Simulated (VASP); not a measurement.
Set up this calculation in VASP 6.6.1, as the native input.

```yaml
Task: single point
Functional: PBEsol
Potentials_or_basis: VASP PAW PBE potentials, release 64 (Ti_sv, C)
Cutoff: 520 eV
k_mesh: 18 × 18 × 18
Occupations: gaussian, width 0.15 eV
Spin: no spin polarisation
Dipole_correction: no
Further_INCAR_settings: ALGO = Normal; EDIFF = 1e-06; NBANDS = 15
```

The structure of TiC lies in POSCAR:

```
TiC
1.0
    0.0000000000      2.1640000000      2.1640000000
    2.1640000000      0.0000000000      2.1640000000
    2.1640000000      2.1640000000      0.0000000000
Ti C
1 1
Direct
   -0.0404343808     -0.0404343808      0.0404343808
    0.5000000000      0.5000000000      0.5000000000
```

This cell differs from its parent crystal: all Ti atoms moved +0.175 Å, as atom 1 towards its neighbour atom 2 (C) at 2.164 Å.

One way to write it, as run:

INCAR

```
SYSTEM = TiC
  PREC = Accurate
  ENCUT = 520
  EDIFF = 1E-6
  ISMEAR = 0
  SIGMA = 0.15
  LREAL = .FALSE.
  LASPH = .TRUE.
  NELM = 100
  ALGO = Normal
  ISIF = 2
  LWAVE = .FALSE.
  LCHARG = .FALSE.
  GGA = PS
  NBANDS = 15
```

KPOINTS

```
Automatic mesh
0
G
  18 18 18
  0 0 0
```

Potentials or basis: VASP PAW PBE potentials, release 64 (Ti_sv, C).

Run with:

```bash
$ cat potpaw_PBE.64/Ti_sv/POTCAR potpaw_PBE.64/C/POTCAR > POTCAR
$ mpirun -np 1 vasp_std > vasp.out
```

It gave:

```json
{
 "Pressure": "-2.2 GPa",
 "Largest force": "1.675 eV/Å",
 "Band gap on the k mesh": "zero (bands 8 and 9 overlap by 1.16 eV)"
}
```

Caveat: the cell differs from its parent crystal (all Ti atoms moved +0.175 Å, as atom 1 towards its neighbour atom 2 (C) at 2.164 Å); the stress differs along the axes, from -5 to 4 GPa; the PAW data sets were made with another functional, which shifts forces and pressure a little.

Wall time 110 s on 1 thread of AMD EPYC 7R13 Processor (Zen 3) (shared host), peak memory 0.23 GiB.
